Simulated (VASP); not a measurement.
# AlAs (F-43m) in VASP: further runs

Runs on AlAs. Level: PBE. Tasks: single point.

Everything below comes from runs of VASP 6.6.1. Logs are shortened: lines on timing, memory, paths and dates and some standing lists are left out, and cuts for length are marked.

**1. The cell of the first run**

It takes space group F-43m (No. 216, cubic). The conventional cell has a = 5.661 Å, b = 5.661 Å, c = 5.661 Å, α = 90.00°, β = 90.00°, γ = 90.00°. Al (site symmetry -43m) has 4 As at 2.45 Å within 3.2 Å. As (site symmetry -43m) has 4 Al at 2.45 Å within 3.2 Å.

**2. Single point, PBE**

Input file INCAR:

```
PREC = Accurate
ENCUT = 500
EDIFF = 1E-6
ISMEAR = 0
SIGMA = 0.01
LREAL = False
LASPH = True
NELM = 120
ALGO = Normal
ISIF = 2
LWAVE = False
LCHARG = False
GGA = PE
NBANDS = 11
GGA_COMPAT = False
```

Input file KPOINTS:

```
regular mesh
0
Gamma
  6 6 6
```

Input file POSCAR:

```
AlAs
1.0
    0.0000000000      2.8305000000      2.8305000000
    2.8305000000      0.0000000000      2.8305000000
    2.8305000000      2.8305000000      0.0000000000
Al As
1 1
Direct
    0.0000000000      0.0000000000      0.0000000000
    0.2500000000      0.2500000000      0.2500000000
```

Potentials or basis: VASP PAW PBE potentials, release 64 (Al, As).

Command:

```sh
$ cat potpaw_PBE.64/Al/POTCAR potpaw_PBE.64/As/POTCAR > POTCAR
$ mpirun -np 1 vasp_std > vasp.out
```

OUTCAR:

```text
PREC = Accurate
   ENCUT = 500
   EDIFF = 1E-6
   ISMEAR = 0
   LREAL = False
   LASPH = True
   NELM = 120
   ISIF = 2
   GGA = PE

 ion  position               nearest neighbor table
   1  0.000  0.000  0.000-   2 2.45   2 2.45   2 2.45   2 2.45
   2  0.250  0.250  0.250-   1 2.45   1 2.45   1 2.45   1 2.45

  LATTYP: Found a face centered cubic cell.
 ALAT       =     5.6610000000

  Lattice vectors:

 A1 = (   0.0000000000,   2.8305000000,   2.8305000000)
 A2 = (   2.8305000000,   0.0000000000,   2.8305000000)
 A3 = (   2.8305000000,   2.8305000000,   0.0000000000)

Analysis of symmetry for initial positions (statically):
=====================================================================
 Subroutine PRICEL returns:
 Original cell was already a primitive cell.

 Routine SETGRP: Setting up the symmetry group for a
 face centered cubic supercell.

 Subroutine GETGRP returns: Found 24 space group operations
 (whereof 24 operations were pure point group operations)
 out of a pool of 48 trial point group operations.

The static configuration has the point symmetry T_d .

Analysis of symmetry for dynamics (positions and initial velocities):
=====================================================================
 Subroutine PRICEL returns:
 Original cell was already a primitive cell.

 Routine SETGRP: Setting up the symmetry group for a
 face centered cubic supercell.

 Subroutine GETGRP returns: Found 24 space group operations
 (whereof 24 operations were pure point group operations)
 out of a pool of 48 trial point group operations.

The dynamic configuration has the point symmetry T_d .

 Subroutine INISYM returns: Found 24 space group operations
 (whereof 24 operations are pure point group operations),
 and found     1 'primitive' translations

----------------------------------------------------------------------------------------

                                     Primitive cell

  volume of cell :      45.3544

  direct lattice vectors                    reciprocal lattice vectors
     0.000000000  2.830500000  2.830500000    -0.176647235  0.176647235  0.176647235
     2.830500000  0.000000000  2.830500000     0.176647235 -0.176647235  0.176647235
     2.830500000  2.830500000  0.000000000     0.176647235  0.176647235 -0.176647235

  length of vectors
     4.002931488  4.002931488  4.002931488     0.305961987  0.305961987  0.305961987

  position of ions in fractional coordinates (direct lattice)
     0.000000000  0.000000000  0.000000000
     0.250000000  0.250000000  0.250000000

  ion indices of the primitive-cell ions
   primitive index   ion index
                 1           1
                 2           2

----------------------------------------------------------------------------------------

 KPOINTS: regular mesh

Automatic generation of k-mesh.
 Grid dimensions read from file:
 generate k-points for:    6    6    6

 Generating k-lattice:

  Cartesian coordinates                     Fractional coordinates (reciprocal lattice)
    -0.029441206  0.029441206  0.029441206     0.166666667  0.000000000  0.000000000
     0.029441206 -0.029441206  0.029441206     0.000000000  0.166666667  0.000000000
     0.029441206  0.029441206 -0.029441206     0.000000000  0.000000000  0.166666667

  Length of vectors
     0.050993664  0.050993664  0.050993664

  Shift w.r.t. Gamma in fractional coordinates (k-lattice)
     0.000000000  0.000000000  0.000000000

 Subroutine IBZKPT returns following result:
 ===========================================

 Found     16 irreducible k-points:

 Following reciprocal coordinates:
            Coordinates               Weight
  0.000000  0.000000  0.000000      1.000000
  0.166667  0.000000  0.000000      8.000000
  0.333333  0.000000  0.000000      8.000000
  0.500000  0.000000  0.000000      4.000000
  0.166667  0.166667  0.000000      6.000000
  0.333333  0.166667  0.000000     24.000000
[... 8 lines left out ...]
 -0.333333  0.333333  0.166667     24.000000
 -0.333333  0.500000  0.166667     12.000000
   k-points           NKPTS =     16   k-points in BZ     NKDIM =     16   number of bands    NBANDS=     11
   number of dos      NEDOS =    301   number of ions     NIONS =      2
   total plane-waves  NPLWV =  27000
   dimension x,y,z NGX =    30 NGY =   30 NGZ =   30
   dimension x,y,z NGXF=    60 NGYF=   60 NGZF=   60
   ions per type =               1   1
   NGX,Y,Z   is equivalent  to a cutoff of  12.46, 12.46, 12.46 a.u.
   NGXF,Y,Z  is equivalent  to a cutoff of  24.92, 24.92, 24.92 a.u.
 SYSTEM =  unknown system
   PREC   = accura    normal or accurate (medium, high low for compatibility)
   ISTART =      0    job   : 0-new  1-cont  2-samecut
   ICHARG =      2    charge: 1-file 2-atom 10-const
   ISPIN  =      1    spin polarized calculation?
   LNONCOLLINEAR =      F non collinear calculations
   LSORBIT =      F    spin-orbit coupling
   LASPH  =      T    aspherical Exc in radial PAW
   ENCUT  =  500.0 eV  36.75 Ry    6.06 a.u.   7.30  7.30  7.30*2*pi/ulx,y,z
   NELM   =    120;   NELMIN=  2; NELMDL= -5     # of ELM steps
   EDIFF  = 0.1E-05   stopping-criterion for ELM
   LREAL  =      F    real-space projection
   EDIFFG = 0.1E-04   stopping-criterion for IOM
   NSW    =      0    number of steps for IOM
   IBRION =     -1    ionic relax: 0-MD 1-quasi-New 2-CG
   NFREE  =      0    steps in history (QN), initial steepest desc. (CG)
   ISIF   =      2    stress and relaxation
   ISYM   =      2    0-nonsym 1-usesym 2-fastsym
   POTIM  = 0.5000    time-step for ionic-motion
   TEBEG  =    0.0;   TEEND  =   0.0 temperature during run
   PSTRESS=    0.0 pullay stress
   NELECT =       8.0000    total number of electrons
   NUPDOWN=      -1.0000    fix difference up-down
   EMIN   =  10.00;   EMAX   =-10.00  energy-range for DOS
   EFERMI =   0.00;   METHOD = LEGACY
   ISMEAR =     0;   SIGMA  =   0.01  broadening in eV -4-tet -1-fermi 0-gaus
   EFERMI_NEDOS =   21; number of points for ismear=-14 and -15
   IALGO  =     38    algorithm
   IMIX   =      4    mixing-type and parameters
     AMIX     =   0.40;   BMIX     =  1.00
     AMIX_MAG =   1.60;   BMIX_MAG =  1.00
  volume/ion in A,a.u.               =      22.68       153.03
  Fermi-wavevector in a.u.,A,eV,Ry     =   0.918118  1.734991 11.468895  0.842940
  Thomas-Fermi vector in A             =   2.043163
   LORBIT       =      0    0 simple, 1 ext, 2 COOP (PROOUT), +10 PAW based schemes
   GGA     = PE    functional components
   LHFCALC =     F    Hartree Fock is set to
   AEXX    =    0.0000 exact exchange contribution
   IVDW    =     0    specifies the selected vdW correction
   LEPSILON=     F    determine dielectric tensor
   LRPA    =     F    only Hartree local field effects (RPA)
 non-spin polarized calculation
 Gauss-broadening in eV      SIGMA  =   0.01
  energy-cutoff  :      500.00
  volume of cell :       45.35
 maximum number of plane-waves:      1167
 NGX is ok and might be reduce to    30
   NGX = 15   NGY = 15   NGZ = 15

 number of electron       8.0000000 magnetization

 Free energy of the ion-electron system (eV)
  ---------------------------------------------------
  ext. energy  EPLUGINS =         0.00000000
  ---------------------------------------------------
  free energy    TOTEN  =        -9.36298290 eV

  energy without entropy =       -9.36298290  energy(sigma->0) =       -9.36298290

 E-fermi :   3.9944     XC(G=0):  -9.0386

 val. band max:        3.8937838335   @ k =   0.0000   0.0000   0.0000
 cond. band min:       5.3253323891   @ k =   0.5000   0.5000   0.0000
 fundamental gap:      1.4315485555
 Fermi energy:         3.9943650311

 k-point     1 :       0.0000    0.0000    0.0000
  band No.  band energies     occupation
      1      -7.9705      2.00000
      2       3.8938      2.00000
      3       3.8938      2.00000
      4       3.8938      2.00000
      5       5.9531      0.00000
      6       8.1770      0.00000
      7       8.1770      0.00000
      8       8.1770      0.00000
      9      12.7618      0.00000
     10      12.9016      0.00000
     11      12.9016      0.00000

 k-point     2 :       0.1667    0.0000    0.0000
  band No.  band energies     occupation
      1      -7.7021      2.00000
      2       1.7974      2.00000
      3       3.6304      2.00000
      4       3.6304      2.00000
      5       6.7195      0.00000
      6       8.6137      0.00000
      7       8.6137      0.00000
      8       9.0883      0.00000
      9      12.1210      0.00000
     10      12.1210      0.00000
     11      13.6331      0.00000

 k-point     3 :       0.3333    0.0000    0.0000
  band No.  band energies     occupation
      1      -7.0224      2.00000
      2      -0.6000      2.00000
      3       3.2295      2.00000
      4       3.2295      2.00000
      5       6.2612      0.00000
      6       8.7518      0.00000
      7       8.7518      0.00000
      8      11.3952      0.00000
      9      12.9332      0.00000
     10      12.9332      0.00000
     11      13.2607      0.00000

 k-point     4 :       0.5000    0.0000    0.0000
  band No.  band energies     occupation
      1      -6.5487      2.00000
      2      -1.6801      2.00000
      3       3.0678      2.00000
      4       3.0678      2.00000
      5       6.0345      0.00000
      6       8.5701      0.00000
      7       8.5701      0.00000
      8      11.6420      0.00000
      9      15.0881      0.00000
     10      15.4509      0.00000
     11      15.4509      0.00000
[... 127 lines left out ...]
 k-point    14 :       0.5000    0.3333    0.1667
  band No.  band energies     occupation
      1      -6.4958      2.00000
      2      -0.7472      2.00000
      3       1.1714      2.00000
      4       2.2449      2.00000
      5       7.5596      0.00000
      6       8.4417      0.00000
      7       9.0464      0.00000
      8      11.8143      0.00000
      9      13.1601      0.00000
     10      14.5923      0.00000
     11      16.9049      0.00000

 k-point    15 :      -0.3333    0.3333    0.1667
  band No.  band energies     occupation
      1      -6.1345      2.00000
      2      -1.2328      2.00000
      3       0.7195      2.00000
      4       1.8651      2.00000
      5       7.8248      0.00000
      6       8.4790      0.00000
      7      10.6030      0.00000
      8      11.2998      0.00000
      9      12.2422      0.00000
     10      15.3779      0.00000
     11      16.6665      0.00000

 k-point    16 :      -0.3333    0.5000    0.1667
  band No.  band energies     occupation
      1      -5.9732      2.00000
      2      -1.3034      2.00000
      3       0.9563      2.00000
      4       1.2027      2.00000
      5       7.0625      0.00000
      6       8.0053      0.00000
      7      11.0167      0.00000
      8      11.7168      0.00000
      9      14.4862      0.00000
     10      16.1864      0.00000
     11      16.4635      0.00000

------------------------ aborting loop because EDIFF is reached ----------------------------------------

  FORCE on cell =-STRESS in cart. coord.  units (eV):
  Direction    XX          YY          ZZ          XY          YZ          ZX
  --------------------------------------------------------------------------------------
  -------------------------------------------------------------------------------------
  Total        0.7872939      0.7872939      0.7872939      0.0000000      0.0000000      0.0000000
  in kB       27.8117296     27.8117296     27.8117296      0.0000000      0.0000000      0.0000000
  external PRESSURE =      27.8117296 kB  Pullay stress =       0.0000000 kB

 VOLUME and BASIS-vectors are now :
 -----------------------------------------------------------------------------
  energy-cutoff  :      500.00
  volume of cell :       45.35
      direct lattice vectors                 reciprocal lattice vectors
     0.000000000  2.830500000  2.830500000    -0.176647235  0.176647235  0.176647235
     2.830500000  0.000000000  2.830500000     0.176647235 -0.176647235  0.176647235
     2.830500000  2.830500000  0.000000000     0.176647235  0.176647235 -0.176647235

 POSITION                                       TOTAL-FORCE (eV/Angst)
 -----------------------------------------------------------------------------------
      0.00000      0.00000      0.00000        -0.000000     -0.000000     -0.000000
      1.41525      1.41525      1.41525         0.000000      0.000000      0.000000
 -----------------------------------------------------------------------------------
    total drift:                               -0.000000     -0.000000     -0.000000

  FREE ENERGIE OF THE ION-ELECTRON SYSTEM (eV)
  ---------------------------------------------------
  free  energy   TOTEN  =        -9.3629829039 eV

  energy  without entropy=       -9.3629829039  energy(sigma->0) =       -9.36298290
```

It took 16 s on 1 thread of Intel Xeon 8259CL, shared host; peak memory 0.16 GiB.

What came out:

* Free energy: -9.3630 eV
* Pressure: 2.8 GPa
* Band gap on the k mesh: 1.43 eV, indirect (least direct gap 2.06 eV)

A k mesh can miss the band edges.

**3. Single point, PBE**

Input file INCAR:

```
SYSTEM = AlAs
PREC = Accurate
ENCUT = 500
EDIFF = 1E-6
ISMEAR = 0
SIGMA = 0.01
LREAL = .FALSE.
LASPH = .TRUE.
NELM = 120
ALGO = Normal
ISIF = 2
LWAVE = .FALSE.
LCHARG = .FALSE.
GGA = PE
NBANDS = 11
GGA_COMPAT = .FALSE.
```

Input file KPOINTS:

```
Automatic mesh
0
G
  6 6 6
  0 0 0
```

POSCAR is that of step 2.

Potentials or basis: VASP PAW PBE potentials, release 64 (Al, As).

Command:

```sh
$ cat potpaw_PBE.64/Al/POTCAR potpaw_PBE.64/As/POTCAR > POTCAR
$ mpirun -np 1 vasp_std > vasp.out
```

Run time: 18 s. Hardware: 1 thread of Intel Xeon 8259CL, shared host; peak memory 0.16 GiB.

It converged, with:

```
Free energy            : -9.3630 eV
Pressure               : 2.8 GPa
Band gap on the k mesh : 1.43 eV, indirect (least direct gap 2.06 eV)
```

Levels at points of the mesh, in eV from the valence-band top:
```
           k point  band 1  band 2  band 3  band 4  band 5  band 6  band 7  band 8  band 9
(0.00, 0.00, 0.00)  -11.86    0.00    0.00    0.00    2.06    4.28    4.28    4.28    8.87
(0.50, 0.00, 0.00)  -10.44   -5.57   -0.83   -0.83    2.14    4.68    4.68    7.75   11.19
(0.50, 0.50, 0.00)   -9.89   -5.43   -2.18   -2.18    1.43    2.29   10.33   10.33   11.77
```

A k mesh can miss the band edges. PBE gaps usually lie below the measured ones, often by a third to a half.

[end of part 1 of 2]
